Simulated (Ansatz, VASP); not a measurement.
## BaO: VASP beside Ansatz

```
Ba O
1.0
     0.00000    2.79509    2.79509
     2.79509    0.00000    2.79509
     2.79509    2.79509    0.00000
Ba O
1 1
Direct
  0.00000 0.00000 0.00000
  0.50000 0.50000 0.50000
```

Change from the starting cell: volume scaled by 1.05.

Alike in both runs: task single point; functional PBE; k mesh 9 × 9 × 9; occupations fermi-dirac, width 0.02 eV; no spin polarisation.

|  | VASP | Ansatz |
| --- | --- | --- |
| version | VASP 6.6.1 | Ansatz 0.2.0 |
| potentials or method | VASP PAW PBE potentials, release 64 (Ba_sv, O), cutoff 600 eV | all-electron LAPW, scalar-relativistic |

Ansatz gave:

| Item | Value |
| --- | --- |
| gap on the k mesh at the Fermi level (eV) | 2.20 |
| pressure (GPa) | -0.6 |

Question: Estimate VASP's values.

Answer: gap on the k mesh at the Fermi level (eV): 2.14; pressure (GPa): 0.9.

Ansatz ran all-electron here, and VASP with PAW potentials.

Spin-orbit coupling is off throughout.
